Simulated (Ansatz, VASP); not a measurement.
# AlP: VASP beside Ansatz

```
Al P
1.0
     0.00000    2.73926    2.73926
     2.73926    0.00000    2.73926
     2.73926    2.73926    0.00000
Al P
1 1
Cartesian
  0.0000 0.0000 0.0000
  1.3696 1.3696 1.3696
```

Alike in both runs: task single point; functional PBE; k mesh 8 × 8 × 8; occupations fermi-dirac, width 0.02 eV; no spin polarisation.

|  | VASP | Ansatz |
| --- | --- | --- |
| version | VASP 6.6.1 | Ansatz 0.2.0 |
| potentials or method | VASP PAW PBE potentials, release 64 (Al, P) | plane waves, PAW |
| plane-wave cutoff (eV) | 500 | 420 |
| valence electrons in the cell | 8 | 8 |

Ansatz gave:

```
gap on the k mesh at the Fermi level (eV) : 1.60
pressure (GPa)                            : 1.4
```

Task: Which values does VASP return?

Result: gap on the k mesh at the Fermi level (eV): 1.60; pressure (GPa): 1.3.

The functional is the same, so the differences come from potentials, cutoffs and numerics.
